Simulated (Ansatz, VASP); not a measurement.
## Li2TiO2: VASP beside Ansatz

```
CELL_PARAMETERS angstrom
-1.77456 1.77456 4.12243
1.77456 -1.77456 4.12243
1.77456 1.77456 -4.12243
ATOMIC_POSITIONS crystal
Li 0.75000 0.25000 0.50000
Li 0.25000 0.75000 0.50000
Ti 0.00000 0.00000 0.00000
O 0.39000 0.39000 0.00000
O 0.61000 0.61000 0.00000
```

Change from the starting cell: species swapped into the EuSi2Au2 type (I4/mmm, No. 139).

Alike in both runs: task relaxation of cell and atoms; functional PBE; k mesh 6 × 6 × 6; occupations gaussian, width 0.1 eV; collinear spin.

|  | VASP | Ansatz |
| --- | --- | --- |
| version | VASP 6.6.1 | Ansatz 0.2.0 |
| potentials or method | VASP PAW PBE potentials, release 64 (Li_sv, Ti_sv, O), cutoff 600 eV | scalar-relativistic, plane waves, PAW |
| valence electrons in the cell | 30 | 30 |

```csv
,VASP,Ansatz,Ansatz less VASP
"gap on the k mesh at the Fermi level, each at its own relaxed structure (eV)",none,none,-
net moment per atom (μB),0.00,0.09,+0.095
size of the moment on the site where the two differ most (μB),0.00,0.31,+0.303
relaxed volume (Å³/atom),8.10,8.14,+0.038
relaxed length of the cell vector where the two differ most in proportion (Å),5.347,5.365,+0.0184
```

Site moments also hang on the region over which each program counts them. A gap of «none» marks a metal or a gap that the smearing closes.

The k mesh is coarse, so the values compare programs but aren't converged. Noted on VASP's run: the cutoff is under 1.25 times that of the potentials, so the pressure is a little rough; the volume moved by over 15 % at a fixed basis, so the end points are rough.
